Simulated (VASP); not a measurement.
# Be2SO3 (P4/mmm) in VASP: notebook, part 2 of 2

VASP 6.6.1. The steps go on from the part before.

## 3. Single point, PBE

This run uses another cell than the first one, of 10.18 Å³/atom, 1.128 times its volume.

INCAR

```
ALGO = Normal ; EDIFF = 1E-6
ENCUT = 520 ; GGA = PE
ISIF = 2 ; ISMEAR = 0
LASPH = True ; LCHARG = False
LREAL = False ; LWAVE = False
NBANDS = 23 ; NELM = 60
PREC = Accurate ; SIGMA = 0.1
```

KPOINTS

```
k-points
0
Gamma
  6 6 2
```

POSCAR

```
Be2SO3
1.0
    2.7109857300      0.0000000000      0.0000000000
    0.0000000000      2.7109857300      0.0000000000
    0.0000000000      0.0000000000      8.3092596100
Be S O
2 1 3
Direct
    0.0000000000      0.0000000000      0.3392778000
    0.0000000000      0.0000000000      0.6607222000
    0.0000000000      0.0000000000      0.0000000000
    0.5000000000      0.5000000000      0.1817286000
    0.5000000000      0.5000000000      0.5000000000
    0.5000000000      0.5000000000      0.8182714000
```

Potentials or basis: VASP PAW PBE potentials, release 64 (Be, S, O).

Launch:

```bash
cat potpaw_PBE.64/Be/POTCAR potpaw_PBE.64/S/POTCAR potpaw_PBE.64/O/POTCAR > POTCAR
mpirun -np 1 vasp_std > vasp.out
```

OUTCAR:

```text
EDIFF = 1E-6
   ENCUT = 520
   GGA = PE
   ISIF = 2
   ISMEAR = 0
   LASPH = True
   LREAL = False
   NELM = 60
   PREC = Accurate

 ion  position               nearest neighbor table
   1  0.000  0.000  0.339-
   2  0.000  0.000  0.661-
   3  0.000  0.000  0.000-
   4  0.500  0.500  0.182-
   5  0.500  0.500  0.500-
   6  0.500  0.500  0.818-

  LATTYP: Found a simple tetragonal cell.
 ALAT       =     2.7109857300
 C/A-ratio  =     3.0650325887

  Lattice vectors:

 A1 = (   2.7109857300,   0.0000000000,   0.0000000000)
 A2 = (   0.0000000000,   2.7109857300,   0.0000000000)
 A3 = (   0.0000000000,   0.0000000000,   8.3092596100)

Analysis of symmetry for initial positions (statically):
=====================================================================
 Subroutine PRICEL returns:
 Original cell was already a primitive cell.

 Routine SETGRP: Setting up the symmetry group for a
 simple tetragonal supercell.

 Subroutine GETGRP returns: Found 16 space group operations
 (whereof 16 operations were pure point group operations)
 out of a pool of 16 trial point group operations.

The static configuration has the point symmetry D_4h.

Analysis of symmetry for dynamics (positions and initial velocities):
=====================================================================
 Subroutine PRICEL returns:
 Original cell was already a primitive cell.

 Routine SETGRP: Setting up the symmetry group for a
 simple tetragonal supercell.

 Subroutine GETGRP returns: Found 16 space group operations
 (whereof 16 operations were pure point group operations)
 out of a pool of 16 trial point group operations.

The dynamic configuration has the point symmetry D_4h.

 Subroutine INISYM returns: Found 16 space group operations
 (whereof 16 operations are pure point group operations),
 and found     1 'primitive' translations

----------------------------------------------------------------------------------------

                                     Primitive cell

  volume of cell :      61.0684

  direct lattice vectors                    reciprocal lattice vectors
     2.710985730  0.000000000  0.000000000     0.368869518  0.000000000  0.000000000
     0.000000000  2.710985730  0.000000000     0.000000000  0.368869518  0.000000000
     0.000000000  0.000000000  8.309259610     0.000000000  0.000000000  0.120347666

  length of vectors
     2.710985730  2.710985730  8.309259610     0.368869518  0.368869518  0.120347666

  position of ions in fractional coordinates (direct lattice)
     0.000000000  0.000000000  0.339277800
     0.000000000  0.000000000  0.660722200
     0.000000000  0.000000000  0.000000000
     0.500000000  0.500000000  0.181728600
     0.500000000  0.500000000  0.500000000
     0.500000000  0.500000000  0.818271400

  ion indices of the primitive-cell ions
   primitive index   ion index
                 1           1
                 2           2
                 3           3
                 4           4
                 5           5
                 6           6

[... 23 lines left out ...]

 Found     20 irreducible k-points:

 Following reciprocal coordinates:
            Coordinates               Weight
  0.000000  0.000000  0.000000      1.000000
  0.166667  0.000000  0.000000      4.000000
  0.333333  0.000000  0.000000      4.000000
  0.500000  0.000000  0.000000      2.000000
  0.166667  0.166667  0.000000      4.000000
  0.333333  0.166667  0.000000      8.000000
[... 12 lines left out ...]
  0.500000  0.333333  0.500000      4.000000
  0.500000  0.500000  0.500000      1.000000
   k-points           NKPTS =     20   k-points in BZ     NKDIM =     20   number of bands    NBANDS=     23
   number of dos      NEDOS =    301   number of ions     NIONS =      6
   total plane-waves  NPLWV =  25600
   dimension x,y,z NGX =    20 NGY =   20 NGZ =   64
   dimension x,y,z NGXF=    40 NGYF=   40 NGZF=  128
   ions per type =               2   1   3
   NGX,Y,Z   is equivalent  to a cutoff of  12.26, 12.26, 12.80 a.u.
   NGXF,Y,Z  is equivalent  to a cutoff of  24.53, 24.53, 25.61 a.u.
 SYSTEM =  unknown system
   PREC   = accura    normal or accurate (medium, high low for compatibility)
   ISTART =      0    job   : 0-new  1-cont  2-samecut
   ICHARG =      2    charge: 1-file 2-atom 10-const
   ISPIN  =      1    spin polarized calculation?
   LNONCOLLINEAR =      F non collinear calculations
   LSORBIT =      F    spin-orbit coupling
   LASPH  =      T    aspherical Exc in radial PAW
   ENCUT  =  520.0 eV  38.22 Ry    6.18 a.u.   5.04  5.04 15.45*2*pi/ulx,y,z
   NELM   =     60;   NELMIN=  2; NELMDL= -5     # of ELM steps
   EDIFF  = 0.1E-05   stopping-criterion for ELM
   LREAL  =      F    real-space projection
   EDIFFG = 0.1E-04   stopping-criterion for IOM
   NSW    =      0    number of steps for IOM
   IBRION =     -1    ionic relax: 0-MD 1-quasi-New 2-CG
   NFREE  =      0    steps in history (QN), initial steepest desc. (CG)
   ISIF   =      2    stress and relaxation
   ISYM   =      2    0-nonsym 1-usesym 2-fastsym
   POTIM  = 0.5000    time-step for ionic-motion
   TEBEG  =    0.0;   TEEND  =   0.0 temperature during run
   PSTRESS=    0.0 pullay stress
   NELECT =      28.0000    total number of electrons
   NUPDOWN=      -1.0000    fix difference up-down
   EMIN   =  10.00;   EMAX   =-10.00  energy-range for DOS
   EFERMI =   0.00;   METHOD = LEGACY
   ISMEAR =     0;   SIGMA  =   0.10  broadening in eV -4-tet -1-fermi 0-gaus
   EFERMI_NEDOS =   21; number of points for ismear=-14 and -15
   IALGO  =     38    algorithm
   IMIX   =      4    mixing-type and parameters
     AMIX     =   0.40;   BMIX     =  1.00
     AMIX_MAG =   1.60;   BMIX_MAG =  1.00
  volume/ion in A,a.u.               =      10.18        68.69
  Fermi-wavevector in a.u.,A,eV,Ry     =   1.262376  2.385544 21.682136  1.593592
  Thomas-Fermi vector in A             =   2.395787
   LORBIT       =      0    0 simple, 1 ext, 2 COOP (PROOUT), +10 PAW based schemes
   GGA     = PE    functional components
   LHFCALC =     F    Hartree Fock is set to
   AEXX    =    0.0000 exact exchange contribution
   IVDW    =     0    specifies the selected vdW correction
   LEPSILON=     F    determine dielectric tensor
   LRPA    =     F    only Hartree local field effects (RPA)
 non-spin polarized calculation
 Gauss-broadening in eV      SIGMA  =   0.10
  energy-cutoff  :      520.00
  volume of cell :       61.07
 maximum number of plane-waves:      1680
   NGX = 11   NGY = 11   NGZ = 31

 number of electron      27.9999986 magnetization

 Free energy of the ion-electron system (eV)
  ---------------------------------------------------
  ext. energy  EPLUGINS =         0.00000000
  ---------------------------------------------------
  free energy    TOTEN  =       -25.67063927 eV

  energy without entropy =      -25.64490998  energy(sigma->0) =      -25.65777462

 E-fermi :   5.0203     XC(G=0): -10.8046

 val. band max:        4.9968463514   @ k =   0.3333   0.0000   0.5000
 cond. band min:       5.0469580342   @ k =   0.5000   0.1667   0.0000
 fundamental gap:      0.0501116828
 Fermi energy:         5.0203412026

 k-point     1 :       0.0000    0.0000    0.0000
  band No.  band energies     occupation
      1     -14.3510      2.00000
      2     -13.2892      2.00000
      3     -13.0836      2.00000
      4      -8.5476      2.00000
      5      -1.2627      2.00000
      6       1.3945      2.00000
[... 509 lines left out ...]
     22      10.8515      0.00000
     23      11.8331      0.00000

------------------------ aborting loop because EDIFF is reached ----------------------------------------

  FORCE on cell =-STRESS in cart. coord.  units (eV):
  Direction    XX          YY          ZZ          XY          YZ          ZX
  --------------------------------------------------------------------------------------
  -------------------------------------------------------------------------------------
  Total       -9.6135785     -9.6135785     -7.9453675      0.0000000      0.0000000     -0.0000000
  in kB     -252.2196206   -252.2196206   -208.4528241      0.0000000      0.0000000     -0.0000000
  external PRESSURE =    -237.6306885 kB  Pullay stress =       0.0000000 kB

 VOLUME and BASIS-vectors are now :
 -----------------------------------------------------------------------------
  energy-cutoff  :      520.00
  volume of cell :       61.07
      direct lattice vectors                 reciprocal lattice vectors
     2.710985730  0.000000000  0.000000000     0.368869518  0.000000000  0.000000000
     0.000000000  2.710985730  0.000000000     0.000000000  0.368869518  0.000000000
     0.000000000  0.000000000  8.309259610     0.000000000  0.000000000  0.120347666

 POSITION                                       TOTAL-FORCE (eV/Angst)
 -----------------------------------------------------------------------------------
      0.00000      0.00000      2.81915        -0.000000     -0.000000     -0.314130
      0.00000      0.00000      5.49011        -0.000000     -0.000000      0.314130
      0.00000      0.00000      0.00000        -0.000000     -0.000000     -0.000000
      1.35549      1.35549      1.51003         0.000000      0.000000      2.167655
      1.35549      1.35549      4.15463        -0.000000     -0.000000     -0.000000
      1.35549      1.35549      6.79923        -0.000000      0.000000     -2.167655
 -----------------------------------------------------------------------------------
    total drift:                                0.000000     -0.000000      0.000000

  FREE ENERGIE OF THE ION-ELECTRON SYSTEM (eV)
  ---------------------------------------------------
  free  energy   TOTEN  =       -25.6706392656 eV

  energy  without entropy=      -25.6449099811  energy(sigma->0) =      -25.65777462
```

OSZICAR:

```text
N       E                     dE             d eps       ncg     rms          rms(c)
DAV:   1     0.107099717747E+03    0.10710E+03   -0.14207E+04   920   0.111E+03
DAV:   2    -0.217397382074E+02   -0.12884E+03   -0.11931E+03  1187   0.229E+02
DAV:   3    -0.297664779032E+02   -0.80267E+01   -0.78418E+01  1167   0.569E+01
DAV:   4    -0.298718420794E+02   -0.10536E+00   -0.10527E+00  1004   0.707E+00
DAV:   5    -0.298738213905E+02   -0.19793E-02   -0.19791E-02  1197   0.846E-01    0.145E+01
DAV:   6    -0.270402645826E+02    0.28336E+01   -0.33390E+01   990   0.294E+01    0.107E+01
DAV:   7    -0.257744795717E+02    0.12658E+01   -0.79511E+00  1018   0.135E+01    0.688E+00
DAV:   8    -0.257070254893E+02    0.67454E-01   -0.34000E-01   990   0.414E+00    0.462E+00
DAV:   9    -0.257108381508E+02   -0.38127E-02   -0.38109E-01  1019   0.279E+00    0.150E+00
DAV:  10    -0.256816577378E+02    0.29180E-01   -0.46833E-02  1088   0.117E+00    0.878E-01
DAV:  11    -0.256712327389E+02    0.10425E-01   -0.21648E-02  1082   0.703E-01    0.245E-01
DAV:  12    -0.256706800312E+02    0.55271E-03   -0.27576E-03   976   0.363E-01    0.159E-01
DAV:  13    -0.256706452503E+02    0.34781E-04   -0.38118E-04  1075   0.120E-01    0.558E-02
DAV:  14    -0.256706403511E+02    0.48992E-05   -0.53745E-05  1124   0.423E-02    0.178E-02
DAV:  15    -0.256706391651E+02    0.11860E-05   -0.44925E-06   945   0.139E-02    0.421E-03
DAV:  16    -0.256706392656E+02   -0.10050E-06   -0.39399E-07   558   0.462E-03
   1 F= -.25670639E+02 E0= -.25657775E+02  d E =-.257293E-01
```

It took 18 s on 1 thread of AMD EPYC 7R43 (Zen 3), shared host; peak memory 0.13 GiB.

What came out:

- Free energy: -25.6706 eV
- Pressure: -23.8 GPa
- Largest force: 2.168 eV/Å
- Band gap on the k mesh: zero (band 14 reaches 5.72 eV, above the bottom of band 15 at 3.43 eV)

Forces in eV/Å, atoms in the order of the input:
```
Be   0.000  0.000 -0.314
Be   0.000  0.000  0.314
S    0.000  0.000  0.000
O    0.000  0.000  2.168
O    0.000  0.000  0.000
O    0.000  0.000 -2.168
```

Stress tensor (GPa, compression positive):
```
-25.22   0.00   0.00
  0.00 -25.22   0.00
  0.00   0.00 -20.85
```

Levels at points of the mesh, in eV from the Fermi level:
| k point | band 11 | band 12 | band 13 | band 14 | band 15 | band 16 | band 17 | band 18 |
| --- | --- | --- | --- | --- | --- | --- | --- | --- |
| (0.00, 0.00, 0.00) | -1.62 | -1.44 | -1.44 | -0.81 | 0.96 | 2.22 | 2.22 | 4.30 |
| (0.50, 0.00, 0.00) | -1.29 | -1.07 | -0.86 | -0.86 | 0.46 | 2.03 | 3.64 | 4.24 |
| (0.50, 0.50, 0.00) | -3.17 | -3.12 | -2.06 | -1.22 | -1.22 | -0.95 | 2.07 | 3.81 |
| (0.00, 0.00, 0.50) | -1.85 | -1.74 | -1.26 | -1.26 | 1.26 | 2.20 | 2.20 | 3.78 |
| (0.50, 0.00, 0.50) | -1.23 | -1.17 | -0.82 | 0.14 | 0.82 | 2.03 | 3.40 | 3.77 |
| (0.50, 0.50, 0.50) | -3.72 | -2.06 | -2.00 | -1.59 | -1.59 | -1.53 | 2.10 | 4.28 |

Caveat: the k points lie up to 0.39 Å⁻¹ apart; forces of over 1 eV/Å act on the atoms, so gaps and moduli don't describe the material at rest.

## 4. Relaxation of cell and atoms, PBE

This run uses another cell than the first one, of 10.18 Å³/atom, 1.128 times its volume.

INCAR

```
SYSTEM = Be2SO3
ALGO = Normal ; EDIFF = 1E-6
EDIFFG = -0.04 ; ENCUT = 600
GGA = PE ; IBRION = 2
ISIF = 3 ; ISMEAR = 0
LASPH = .TRUE. ; LCHARG = .FALSE.
LREAL = .FALSE. ; LWAVE = .FALSE.
NELM = 60 ; NSW = 90
PREC = Accurate ; SIGMA = 0.1
```

KPOINTS

```
k-points
0
G
  6 6 2
  0 0 0
```

POSCAR is that of step 3.

Launch:

```bash
cat potpaw_PBE.64/Be/POTCAR potpaw_PBE.64/S/POTCAR potpaw_PBE.64/O/POTCAR > POTCAR
mpirun -np 1 vasp_std > vasp.out
```

Wall time 5.2 min (1 thread of AMD EPYC 7R43 (Zen 3), shared host); peak memory 0.17 GiB.

It converged, with:

| Quantity | Value |
| --- | --- |
| Free energy | -31.7380 eV |
| Relaxed volume | 9.74 Å³/atom |
| Relaxed cell | a = 2.447 Å, b = 2.447 Å, c = 9.758 Å, α = 90.00°, β = 90.00°, γ = 90.00° |
| Space group after relaxing (to 0.05 Å) | P4/mmm (No. 123) |
| Energy gained by relaxing | 1010.6 meV/atom |
| Ionic steps | 19 |
| Pressure after relaxing | 0.0 GPa |
| Largest force after relaxing | 0.035 eV/Å |
| Band gap on the k mesh | zero (band 14 reaches 5.75 eV, above the bottom of band 15 at 4.13 eV) |

Forces on the atoms (eV/Å):
```
Be   0.000  0.000 -0.035
Be   0.000  0.000  0.035
S    0.000  0.000  0.000
O    0.000  0.000 -0.031
O    0.000  0.000  0.000
O    0.000  0.000  0.031
```

Step by step:
| step | energy change (eV) | largest force (eV/Å) | pressure (GPa) | volume (Å³) |
| --- | --- | --- | --- | --- |
| 1 | 0.0000 | 2.1678 | -23.87 | 61.07 |
| 2 | -1.7291 | 2.5622 | -1.93 | 48.62 |
| 3 | -1.8159 | 2.5823 | 8.51 | 45.86 |
| 4 | -2.5918 | 1.9680 | 11.96 | 45.08 |
| 5 | -3.8508 | 1.4812 | 44.06 | 43.04 |
| 6 | -4.2928 | 1.3036 | 40.70 | 44.11 |
| 7 | -5.0512 | 1.4582 | 34.31 | 47.40 |
| 8 | -5.0771 | 2.4804 | 33.25 | 48.46 |
| 9 | -5.5742 | 1.5273 | 20.66 | 51.10 |
| 10 | -6.0116 | 0.3595 | 2.28 | 56.61 |
| 11 | -6.0272 | 0.3172 | -0.70 | 57.82 |
| 12 | -6.0276 | 0.3094 | -1.21 | 58.05 |
| 13 | -6.0392 | 0.2698 | -0.74 | 58.00 |
| 14 | -6.0520 | 0.2369 | 0.23 | 57.89 |
| 15 | -6.0528 | 0.2471 | 0.57 | 57.85 |
| 16 | -6.0571 | 0.1773 | 0.50 | 57.96 |
| 17 | -6.0630 | 0.0454 | 0.33 | 58.29 |
| 18 | -6.0631 | 0.0579 | 0.31 | 58.31 |
| 19 | -6.0634 | 0.0350 | -0.05 | 58.44 |

Final structure:
```
Be S O
1.0
     2.44726    0.00000    0.00000
     0.00000    2.44726    0.00000
     0.00000    0.00000    9.75760
Be S O
2 1 3
Direct
  0.00000 0.00000 0.32717
  0.00000 0.00000 0.67283
  0.00000 0.00000 0.00000
  0.50000 0.50000 0.31018
  0.50000 0.50000 0.50000
  0.50000 0.50000 0.68982
```

Levels at points of the mesh, in eV from the Fermi level:
```tsv
k point	band 11	band 12	band 13	band 14	band 15	band 16	band 17	band 18
(0.00, 0.00, 0.00)	-3.82	-0.36	-0.36	0.62	3.87	3.87	4.39	5.80
(0.50, 0.00, 0.00)	-2.77	-2.55	-1.72	0.10	0.99	5.25	5.76	5.84
(0.50, 0.50, 0.00)	-4.69	-3.38	-3.38	-2.38	0.78	1.54	4.04	5.26
(0.00, 0.00, 0.50)	-3.31	-0.36	-0.36	0.11	3.87	3.87	5.06	5.11
(0.50, 0.00, 0.50)	-2.77	-2.55	-1.64	0.10	1.09	4.58	5.73	5.76
(0.50, 0.50, 0.50)	-4.69	-3.39	-3.39	-2.37	0.78	1.51	4.06	5.28
```

Caveat: the k points lie up to 0.43 Å⁻¹ apart in the final cell.

## 5. Single point, PBE, collinear spin, ferromagnetic start

INCAR

```
PREC     = Accurate       # precision mode
ENCUT    = 520            # plane-wave cutoff, eV
EDIFF    = 1E-7           # SCF threshold, eV
ISMEAR   = 0              # smearing method
SIGMA    = 0.1            # smearing width, eV
LREAL    = F              # projectors in reciprocal space
LASPH    = T              # aspherical terms in the spheres
NELM     = 150            # most SCF steps
ALGO     = Normal         # electronic algorithm
ISIF     = 2              # what is computed and relaxed
LWAVE    = F              # write WAVECAR
LCHARG   = F              # write CHGCAR
ISPIN    = 2              # spin polarisation
MAGMOM   = 0 0 0 1 1 1    # initial moments
LORBIT   = 11             # projections on sites
GGA      = PE             # functional
NBANDS   = 27             # bands
```

KPOINTS

```
regular mesh
0
Gamma
  8 8 2
```

POSCAR

```
Be2SO3
1.0
    2.4585179201      0.0000000000      0.0000000000
    0.0000000000      2.4585179201      0.0000000000
    0.0000000000      0.0000000000      8.9580150341
Be S O
2 1 3
Direct
    0.0000000000      0.0000000000      0.2876674136
    0.0000000000      0.0000000000      0.7123325864
    0.0000000000      0.0000000000      0.0000000000
    0.5000000000      0.5000000000      0.2934218056
    0.5000000000      0.5000000000      0.5000000000
    0.5000000000      0.5000000000      0.7065781944
```

Launch:

```bash
cat potpaw_PBE.64/Be/POTCAR potpaw_PBE.64/S/POTCAR potpaw_PBE.64/O/POTCAR > POTCAR
mpirun -np 1 vasp_std > vasp.out
```

Run time: 72 s. Hardware: 1 thread of AMD EPYC 7R43 (Zen 3), shared host; peak memory 0.17 GiB.

It converged, with:

| Item | Value |
| --- | --- |
| Free energy | -31.8405 eV |
| Pressure | 1.4 GPa |
| Largest force | 0.079 eV/Å |
| Net moment | 0.43 μB per cell |
| Site moments | Be -0.00; S -0.00; O +0.00, +0.40 μB |
| Valence electrons inside the program's atomic spheres | Be 0.93; S 3.59; O 5.09, 4.71 |

Forces on the atoms (eV/Å):
```
Be   0.000  0.000 -0.079
Be   0.000  0.000  0.079
S    0.000  0.000  0.000
O    0.000  0.000 -0.011
O    0.000  0.000  0.000
O    0.000  0.000  0.011
```

Stress tensor (GPa, compression positive):
```
2.00 0.00 0.00
0.00 2.00 0.00
0.00 0.00 0.07
```

Levels at points of the mesh, in eV from the Fermi level:
Spin up:
```csv
k point,band 12,band 13,band 14,band 15,band 16,band 17
"(0.00, 0.00, 0.00)",-0.60,-0.60,1.08,3.75,3.75,4.69
"(0.50, 0.00, 0.00)",-2.44,-2.41,-0.17,0.92,5.27,5.60
"(0.50, 0.50, 0.00)",-3.36,-3.36,-2.29,-0.27,1.59,4.13
"(0.00, 0.00, 0.50)",-0.60,-0.60,0.13,3.75,3.75,5.22
"(0.50, 0.00, 0.50)",-2.41,-2.16,-0.17,1.22,4.48,5.60
"(0.50, 0.50, 0.50)",-3.40,-3.40,-2.24,-0.27,1.48,4.23
```
Spin down:
| k point | band 10 | band 11 | band 12 | band 13 | band 14 | band 15 | band 16 | band 17 |
| --- | --- | --- | --- | --- | --- | --- | --- | --- |
| (0.00, 0.00, 0.00) | -3.65 | -3.65 | 0.29 | 0.29 | 1.33 | 3.75 | 3.75 | 4.70 |
| (0.50, 0.00, 0.00) | -2.85 | -2.55 | -2.45 | -2.39 | 0.73 | 1.18 | 5.33 | 5.59 |
| (0.50, 0.50, 0.00) | -4.68 | -4.68 | -2.65 | -2.65 | -2.28 | -0.28 | 1.86 | 4.13 |
| (0.00, 0.00, 0.50) | -3.65 | -2.40 | 0.29 | 0.29 | 0.40 | 3.75 | 3.75 | 5.25 |
| (0.50, 0.00, 0.50) | -3.21 | -2.55 | -2.39 | -2.08 | 0.73 | 1.49 | 4.46 | 5.59 |
| (0.50, 0.50, 0.50) | -4.66 | -4.66 | -2.67 | -2.67 | -2.24 | -0.28 | 1.74 | 4.24 |

## 6. Summary

| task | spin | cell | k mesh | cutoff (eV) | gap on the mesh (eV) | pressure (GPa) | largest force (eV/Å) |
| --- | --- | --- | --- | --- | --- | --- | --- |
| single point | off | a = 2.459, b = 2.459, c = 8.958 Å, 6 atoms | 6 × 6 × 2 | 520 | none | 0.1 | 0.01 |
| single point | off | a = 2.711, b = 2.711, c = 8.309 Å, 6 atoms | 6 × 6 × 2 | 520 | none | -23.8 | 2.17 |
| relaxation of cell and atoms | off | relaxed from a = 2.711, b = 2.711, c = 8.309 Å, 6 atoms | 6 × 6 × 2 | 600 | none | 0.0 | 0.04 |
| single point | collinear, ferromagnetic start | a = 2.459, b = 2.459, c = 8.958 Å, 6 atoms | 8 × 8 × 2 | 520 | none | 1.4 | 0.08 |

Alike in all rows: level PBE; potentials or basis VASP PAW PBE potentials, release 64 (Be, S, O); smearing gaussian 0.1 eV.

Caveats: some runs use coarse meshes; forces of over 1 eV/Å act on the atoms, so gaps and moduli don't describe the material at rest (some runs).

Total energies depend on the potentials used, so only differences within one code and one set of settings carry meaning.
